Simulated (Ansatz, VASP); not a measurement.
## One calculation of PbS, two programs

The input INCAR:

```
PREC = Accurate
ENCUT = 600
EDIFF = 1E-6
ISMEAR = 0
SIGMA = 0.02
LREAL = F
LASPH = T
NELM = 100
ALGO = Normal
ISIF = 3
LWAVE = F
LCHARG = F
GGA = RP
IBRION = 2
NSW = 100
EDIFFG = -0.01
```

Contents of KPOINTS:

```
regular mesh
0
Gamma
  8 8 6
```

File POSCAR:

```
PbS
1.0
    4.2480534138      0.0000000000      0.0000000000
    0.0000000000      4.2480534138      0.0000000000
    0.0000000000      0.0000000000      6.0090997648
Pb S
2 2
Direct
    0.5000000000      0.0000000000      0.7488913845
    0.0000000000      0.5000000000      0.2511086155
    0.5000000000      0.0000000000      0.2514106328
    0.0000000000      0.5000000000      0.7485893672
```

Input for Ansatz:

```yaml
crystal:
  lattice:
    - [4.2480534138, 0.0, 0.0]
    - [0.0, 4.2480534138, 0.0]
    - [0.0, 0.0, 6.0090997648]
  atoms:
    - { symbol: Pb, position: [0.5, 0.0, 0.7488913845] }
    - { symbol: Pb, position: [0.0, 0.5, 0.2511086155] }
    - { symbol: S, position: [0.5, 0.0, 0.2514106328] }
    - { symbol: S, position: [0.0, 0.5, 0.7485893672] }
kpoints:
  mp_grid: { grid: [8, 8, 6] }
hamiltonian:
  xc: rpbe
scf:
  occupations: { method: gaussian, width: 0.02 }
  mixing: { algorithm: anderson, beta: 0.5, ndim: 4 }
output:
  forces: true
  eigenvalues: true
  stress: true
relax:
  adjacent_minimum: "off"
  f_tol: 0.01
  max_steps: 80
  cell: { stress_tol: 0.05 }
```

Alike in both runs: task relaxation of cell and atoms; functional RPBE; k mesh 8 × 8 × 6; occupations gaussian, width 0.02 eV; no spin polarisation.

|  | VASP | Ansatz |
| --- | --- | --- |
| version | VASP 6.6.1 | Ansatz 0.2.0 |
| potentials or method | VASP PAW PBE potentials, release 64 (Pb_d, S) | scalar-relativistic, plane waves, PAW |
| plane-wave cutoff (eV) | 600 | 420 |
| valence electrons in the cell | 40 | 40 |

|  | VASP | Ansatz | Ansatz less VASP |
| --- | --- | --- | --- |
| gap on the k mesh at the Fermi level, each at its own relaxed structure (eV) | 0.71 | 0.71 | -0.005 |
| relaxed volume (Å³/atom) | 28.11 | 28.14 | +0.027 |
| relaxed length of the cell vector where the two differ most in proportion (Å) | 4.300 | 4.301 | +0.0014 |

VASP's potentials were made for PBE, not for RPBE.

Spin-orbit coupling is off throughout.
